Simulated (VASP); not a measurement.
# CsRu (Fd-3m) in VASP: a series of runs

The runs below take CsRu through single point, relaxation of cell and atoms, with PBE.

All numbers are computed with VASP 6.6.1; they aren't measurements. Logs are shortened: lines on timing, memory, paths and dates and some standing lists are left out, and cuts for length are marked.

## Step 1: The cell of the first run

It takes space group Fd-3m (No. 227, cubic). The conventional cell has a = 7.530 Å, b = 7.530 Å, c = 7.530 Å, α = 90.00°, β = 90.00°, γ = 90.00°. Cs (site symmetry -43m) has 4 Cs at 3.26 Å and 10 Ru at 3.26 to 3.76 Å within 4.3 Å. Within 4.3 Å of Ru (site symmetry -43m) lie 4 Ru at 3.26 Å and 10 Cs at 3.26 to 3.76 Å.

## Step 2: Single point, PBE

INCAR reads:

```
PREC = Accurate
ENCUT = 520
EDIFF = 1E-6
ISMEAR = 0
SIGMA = 0.1
LREAL = False
LASPH = True
NELM = 80
ALGO = Fast
ISIF = 2
LWAVE = False
LCHARG = False
GGA = PE
NBANDS = 31
```

KPOINTS reads:

```
regular mesh
0
Gamma
  4 4 4
```

POSCAR reads:

```
CsRu
1.0
    0.0000000000      3.7647994967      3.7647994967
    3.7647994967      0.0000000000      3.7647994967
    3.7647994967      3.7647994967      0.0000000000
Cs Ru
2 2
Direct
    0.0000000000      0.0000000000      0.0000000000
    0.2500000000      0.2500000000      0.2500000000
    0.7500000000      0.7500000000      0.7500000000
    0.5000000000      0.5000000000      0.5000000000
```

Potentials or basis: VASP PAW PBE potentials, release 64 (Cs_sv, Ru_pv).

The run is started by

```bash
> cat potpaw_PBE.64/Cs_sv/POTCAR potpaw_PBE.64/Ru_pv/POTCAR > POTCAR
> mpirun -np 1 vasp_std > vasp.out
```

OUTCAR:

```text
PREC = Accurate
   ENCUT = 520
   EDIFF = 1E-6
   ISMEAR = 0
   LREAL = False
   LASPH = True
   NELM = 80
   ISIF = 2
   GGA = PE

 ion  position               nearest neighbor table
   1  0.000  0.000  0.000-   3 3.26   3 3.26   3 3.26   3 3.26
   2  0.250  0.250  0.250-   4 3.26   4 3.26   4 3.26   4 3.26
   3  0.750  0.750  0.750-   4 3.26   4 3.26   4 3.26   1 3.26   4 3.26   1 3.26   1 3.26   1 3.26

   4  0.500  0.500  0.500-   2 3.26   2 3.26   2 3.26   2 3.26   3 3.26   3 3.26   3 3.26   3 3.26

  LATTYP: Found a face centered cubic cell.
 ALAT       =     7.5295989934

  Lattice vectors:

 A1 = (   0.0000000000,   3.7647994967,   3.7647994967)
 A2 = (   3.7647994967,   0.0000000000,   3.7647994967)
 A3 = (   3.7647994967,   3.7647994967,   0.0000000000)

Analysis of symmetry for initial positions (statically):
=====================================================================
 Subroutine PRICEL returns:
 Original cell was already a primitive cell.

 Routine SETGRP: Setting up the symmetry group for a
 face centered cubic supercell.

 Subroutine GETGRP returns: Found 48 space group operations
 (whereof 24 operations were pure point group operations)
 out of a pool of 48 trial point group operations.

The static configuration has the point symmetry T_d .
 The point group associated with its full space group is O_h .

Analysis of symmetry for dynamics (positions and initial velocities):
=====================================================================
 Subroutine PRICEL returns:
 Original cell was already a primitive cell.

 Routine SETGRP: Setting up the symmetry group for a
 face centered cubic supercell.

 Subroutine GETGRP returns: Found 48 space group operations
 (whereof 24 operations were pure point group operations)
 out of a pool of 48 trial point group operations.

The dynamic configuration has the point symmetry T_d .
 The point group associated with its full space group is O_h .

 Subroutine INISYM returns: Found 48 space group operations
 (whereof 24 operations are pure point group operations),
 and found     1 'primitive' translations

----------------------------------------------------------------------------------------

                                     Primitive cell

  volume of cell :     106.7224

[... 71 lines left out ...]
   LSORBIT =      F    spin-orbit coupling
   LASPH  =      T    aspherical Exc in radial PAW
   ENCUT  =  520.0 eV  38.22 Ry    6.18 a.u.   9.90  9.90  9.90*2*pi/ulx,y,z
   NELM   =     80;   NELMIN=  2; NELMDL= -5     # of ELM steps
   EDIFF  = 0.1E-05   stopping-criterion for ELM
   LREAL  =      F    real-space projection
   EDIFFG = 0.1E-04   stopping-criterion for IOM
   NSW    =      0    number of steps for IOM
   IBRION =     -1    ionic relax: 0-MD 1-quasi-New 2-CG
   NFREE  =      0    steps in history (QN), initial steepest desc. (CG)
   ISIF   =      2    stress and relaxation
   ISYM   =      2    0-nonsym 1-usesym 2-fastsym
   POTIM  = 0.5000    time-step for ionic-motion
   TEBEG  =    0.0;   TEEND  =   0.0 temperature during run
   PSTRESS=    0.0 pullay stress
   NELECT =      46.0000    total number of electrons
   NUPDOWN=      -1.0000    fix difference up-down
   EMIN   =  10.00;   EMAX   =-10.00  energy-range for DOS
   EFERMI =   0.00;   METHOD = LEGACY
   ISMEAR =     0;   SIGMA  =   0.10  broadening in eV -4-tet -1-fermi 0-gaus
   EFERMI_NEDOS =   21; number of points for ismear=-14 and -15
   IALGO  =     68    algorithm
   IMIX   =      4    mixing-type and parameters
     AMIX     =   0.40;   BMIX     =  1.00
     AMIX_MAG =   1.60;   BMIX_MAG =  1.00
  volume/ion in A,a.u.               =      26.68       180.05
  Fermi-wavevector in a.u.,A,eV,Ry     =   1.236637  2.336905 20.806998  1.529271
  Thomas-Fermi vector in A             =   2.371237
   LORBIT       =      0    0 simple, 1 ext, 2 COOP (PROOUT), +10 PAW based schemes
   GGA     = PE    functional components
   LHFCALC =     F    Hartree Fock is set to
   AEXX    =    0.0000 exact exchange contribution
   IVDW    =     0    specifies the selected vdW correction
   LEPSILON=     F    determine dielectric tensor
   LRPA    =     F    only Hartree local field effects (RPA)
 non-spin polarized calculation
 RMM-DIIS sequential band-by-band and
 Gauss-broadening in eV      SIGMA  =   0.10
  energy-cutoff  :      520.00
  volume of cell :      106.72
 maximum number of plane-waves:      2891
   NGX = 19   NGY = 19   NGZ = 19

 number of electron      46.0000014 magnetization

 Free energy of the ion-electron system (eV)
  ---------------------------------------------------
  ext. energy  EPLUGINS =         0.00000000
  ---------------------------------------------------
  free energy    TOTEN  =       -12.25952421 eV

  energy without entropy =      -12.21395581  energy(sigma->0) =      -12.23674001

 E-fermi :   5.3146     XC(G=0): -10.5210

 val. band max:        5.3084721064   @ k =   0.2500   0.0000   0.0000
 cond. band min:       5.3344744003   @ k =   0.5000   0.5000   0.0000
 fundamental gap:      0.0260022939
 Fermi energy:         5.3146073102

 k-point     1 :       0.0000    0.0000    0.0000
  band No.  band energies     occupation
      1     -36.3534      2.00000
      2     -36.3534      2.00000
      3     -36.3534      2.00000
      4     -36.3147      2.00000
      5     -36.3147      2.00000
      6     -36.3147      2.00000
[... 261 lines left out ...]
     30      10.5635      0.00000
     31      11.1593      0.00000

------------------------ aborting loop because EDIFF is reached ----------------------------------------

  FORCE on cell =-STRESS in cart. coord.  units (eV):
  Direction    XX          YY          ZZ          XY          YZ          ZX
  --------------------------------------------------------------------------------------
  -------------------------------------------------------------------------------------
  Total        0.3538932      0.3538932      0.3538932      0.0000000      0.0000000      0.0000000
  in kB        5.3128457      5.3128457      5.3128457      0.0000000      0.0000000      0.0000000
  external PRESSURE =       5.3128457 kB  Pullay stress =       0.0000000 kB

 VOLUME and BASIS-vectors are now :
 -----------------------------------------------------------------------------
  energy-cutoff  :      520.00
  volume of cell :      106.72
      direct lattice vectors                 reciprocal lattice vectors
     0.000000000  3.764799497  3.764799497    -0.132809198  0.132809198  0.132809198
     3.764799497  0.000000000  3.764799497     0.132809198 -0.132809198  0.132809198
     3.764799497  3.764799497  0.000000000     0.132809198  0.132809198 -0.132809198

 POSITION                                       TOTAL-FORCE (eV/Angst)
 -----------------------------------------------------------------------------------
      0.00000      0.00000      0.00000         0.000000      0.000000      0.000000
      1.88240      1.88240      1.88240        -0.000000     -0.000000     -0.000000
      5.64720      5.64720      5.64720         0.000000      0.000000      0.000000
      3.76480      3.76480      3.76480        -0.000000     -0.000000     -0.000000
 -----------------------------------------------------------------------------------
    total drift:                               -0.000000     -0.000000      0.000000

  FREE ENERGIE OF THE ION-ELECTRON SYSTEM (eV)
  ---------------------------------------------------
  free  energy   TOTEN  =       -12.2595242134 eV

  energy  without entropy=      -12.2139558149  energy(sigma->0) =      -12.23674001
```

OSZICAR:

```text
N       E                     dE             d eps       ncg     rms          rms(c)
DAV:   1     0.428717468118E+03    0.42872E+03   -0.25331E+04   504   0.143E+03
DAV:   2     0.107015380775E+02   -0.41802E+03   -0.40070E+03   568   0.375E+02
DAV:   3    -0.123587355956E+02   -0.23060E+02   -0.22172E+02   588   0.790E+01
DAV:   4    -0.127183401362E+02   -0.35960E+00   -0.35896E+00   580   0.105E+01
DAV:   5    -0.127253209920E+02   -0.69809E-02   -0.69799E-02   673   0.131E+00    0.453E+00
RMM:   6    -0.123745398053E+02    0.35078E+00   -0.71668E-01   504   0.496E+00    0.170E+00
RMM:   7    -0.122832314020E+02    0.91308E-01   -0.17863E-01   535   0.162E+00    0.121E+00
RMM:   8    -0.122588903379E+02    0.24341E-01   -0.13144E-01   581   0.193E+00    0.276E-01
RMM:   9    -0.122592282251E+02   -0.33789E-03   -0.13649E-02   562   0.516E-01    0.523E-02
RMM:  10    -0.122594725324E+02   -0.24431E-03   -0.24384E-03   583   0.227E-01    0.326E-02
RMM:  11    -0.122595145220E+02   -0.41990E-04   -0.60337E-04   604   0.100E-01    0.152E-02
RMM:  12    -0.122595194862E+02   -0.49642E-05   -0.12095E-04   577   0.465E-02    0.117E-02
RMM:  13    -0.122595248414E+02   -0.53552E-05   -0.52939E-05   540   0.302E-02    0.546E-03
RMM:  14    -0.122595242134E+02    0.62792E-06   -0.88753E-06   470   0.115E-02
   1 F= -.12259524E+02 E0= -.12236740E+02  d E =-.455684E-01
```

stdout:

```text
POSCAR found type information on POSCAR CsRu
 POSCAR found :  2 types and       4 ions
 scaLAPACK will be used
 LDA part: xc-table for (Slater+PW92), standard interpolation
 POSCAR, INCAR and KPOINTS ok, starting setup
 FFT: planning ... GRIDC
 FFT: planning ... GRID_SOFT
 FFT: planning ... GRID
 WAVECAR not read
 entering main loop
```

Run time: 15 s. Hardware: 1 thread of Intel Xeon 6975P-C (Granite Rapids), shared host; peak memory 0.23 GiB.

What came out:

| Property | Result |
| --- | --- |
| Free energy | -12.2595 eV |
| Pressure | 0.5 GPa |
| Band gap on the k mesh | zero (band 23 reaches 5.49 eV, above the bottom of band 24 at 5.01 eV) |

Levels at points of the mesh, in eV from the Fermi level:
| k point | band 20 | band 21 | band 22 | band 23 | band 24 | band 25 | band 26 | band 27 |
| --- | --- | --- | --- | --- | --- | --- | --- | --- |
| (0.00, 0.00, 0.00) | -1.08 | -0.17 | -0.17 | -0.17 | 0.08 | 0.08 | 2.76 | 2.76 |
| (0.50, 0.00, 0.00) | -0.97 | -0.46 | -0.46 | -0.31 | -0.31 | 0.23 | 0.25 | 1.94 |
| (0.50, 0.50, 0.00) | -0.96 | -0.62 | -0.62 | 0.02 | 0.02 | 0.69 | 0.69 | 2.70 |

Caveat: the k points lie up to 0.36 Å⁻¹ apart; spin-orbit coupling is left out, which moves the levels of the heavy elements.

## Step 3: Single point, PBE

This run uses another cell than the first one, of 32.68 Å³/atom, 1.225 times its volume.

INCAR reads:

```
SYSTEM = CsRu
ALGO = Normal
EDIFF = 1E-7
ENCUT = 520
GGA = PE
ISIF = 2
ISMEAR = 0
LASPH = .TRUE.
LCHARG = .FALSE.
LREAL = .FALSE.
LWAVE = .FALSE.
NBANDS = 31
NELM = 60
PREC = Accurate
SIGMA = 0.1
```

KPOINTS reads:

```
k-points
0
G
  4 4 4
  0 0 0
```

POSCAR reads:

```
CsRu
1.0
    0.0000000000      4.0282983800      4.0282983800
    4.0282983800      0.0000000000      4.0282983800
    4.0282983800      4.0282983800      0.0000000000
Cs Ru
2 2
Direct
    0.0000000000      0.0000000000      0.0000000000
    0.2500000000      0.2500000000      0.2500000000
    0.7500000000      0.7500000000      0.7500000000
    0.5000000000      0.5000000000      0.5000000000
```

Potentials or basis: VASP PAW PBE potentials, release 64 (Cs_sv, Ru_pv).

The run is started by

```bash
> cat potpaw_PBE.64/Cs_sv/POTCAR potpaw_PBE.64/Ru_pv/POTCAR > POTCAR
> mpirun -np 1 vasp_std > vasp.out
```

Run time: 19 s. Hardware: 1 thread of Intel Xeon 6975P-C (Granite Rapids), shared host; peak memory 0.25 GiB.

Results (log left out):

| Property | Result |
| --- | --- |
| Free energy | -11.9270 eV |
| Pressure | -4.0 GPa |
| Band gap on the k mesh | zero (band 23 reaches 3.85 eV, above the bottom of band 24 at 3.55 eV) |

Levels at points of the mesh, in eV from the Fermi level:
```
           k point  band 20  band 21  band 22  band 23  band 24  band 25  band 26  band 27
(0.00, 0.00, 0.00)    -0.80    -0.23    -0.23    -0.23     0.07     0.07     2.70     2.70
(0.50, 0.00, 0.00)    -0.74    -0.31    -0.31    -0.16    -0.16     0.03     0.18     1.87
(0.50, 0.50, 0.00)    -0.62    -0.57    -0.57     0.01     0.01     0.49     0.49     2.60
```

Caveat: spin-orbit coupling is left out, which moves the levels of the heavy elements.

## Step 4: Relaxation of cell and atoms, PBE

This run uses another cell than the first one, of 32.68 Å³/atom, 1.225 times its volume.

INCAR reads:

```
SYSTEM = CsRu
PREC = Accurate
ENCUT = 600
EDIFF = 1E-6
ISMEAR = 0
SIGMA = 0.1
LREAL = .FALSE.
LASPH = .TRUE.
NELM = 80
ALGO = Normal
ISIF = 3
LWAVE = .FALSE.
LCHARG = .FALSE.
GGA = PE
IBRION = 2
NSW = 90
EDIFFG = -0.04
```

KPOINTS reads:

```
Automatic mesh
0
G
  4 4 4
  0 0 0
```

POSCAR is that of step 3.

The run is started by

```bash
> cat potpaw_PBE.64/Cs_sv/POTCAR potpaw_PBE.64/Ru_pv/POTCAR > POTCAR
> mpirun -np 1 vasp_std > vasp.out
```

Run time: 55 s. Hardware: 1 thread of Intel Xeon 6975P-C (Granite Rapids), shared host; peak memory 0.34 GiB.

It converged, with:

```
Free energy                            : -12.2669 eV
Relaxed volume                         : 27.20 Å³/atom
Relaxed cell                           : a = 5.359 Å, b = 5.359 Å, c = 5.359 Å, α = 60.00°, β = 60.00°, γ = 60.00°
Space group after relaxing (to 0.05 Å) : Fd-3m (No. 227)
Energy gained by relaxing              : 85.1 meV/atom
Ionic steps                            : 3
Pressure after relaxing                : -0.2 GPa
Band gap on the k mesh                 : zero (band 23 reaches 5.32 eV, above the bottom of band 24 at 4.86 eV)
```

Step by step:
| step | energy change (eV) | largest force (eV/Å) | pressure (GPa) | volume (Å³) |
| --- | --- | --- | --- | --- |
| 1 | 0.0000 | 0.0000 | -3.98 | 130.74 |
| 2 | -0.2893 | 0.0000 | -2.01 | 115.97 |
| 3 | -0.3403 | 0.0000 | -0.15 | 108.82 |

Final structure:
```xyz
4
Lattice="0.0000 3.7893 3.7893 3.7893 0.0000 3.7893 3.7893 3.7893 0.0000" Properties=species:S:1:pos:R:3 pbc="T T T"
Cs    0.0000    0.0000    0.0000
Cs    1.8946    1.8946    1.8946
Ru    5.6839    5.6839    5.6839
Ru    3.7893    3.7893    3.7893
```

Levels at points of the mesh, in eV from the Fermi level:
| k point | band 19 | band 20 | band 21 | band 22 | band 23 | band 24 | band 25 | band 26 | band 27 |
| --- | --- | --- | --- | --- | --- | --- | --- | --- | --- |
| (0.00, 0.00, 0.00) | -1.05 | -1.05 | -0.18 | -0.18 | -0.18 | 0.08 | 0.08 | 2.75 | 2.75 |
| (0.50, 0.00, 0.00) | -0.95 | -0.95 | -0.45 | -0.45 | -0.29 | -0.29 | 0.22 | 0.22 | 1.93 |
| (0.50, 0.50, 0.00) | -0.92 | -0.92 | -0.62 | -0.62 | 0.02 | 0.02 | 0.66 | 0.66 | 2.69 |

Caveat: the volume moved by over 15 % at a fixed basis, so the end points are rough; spin-orbit coupling is left out, which moves the levels of the heavy elements.

(Continued in part 2 of 2.)
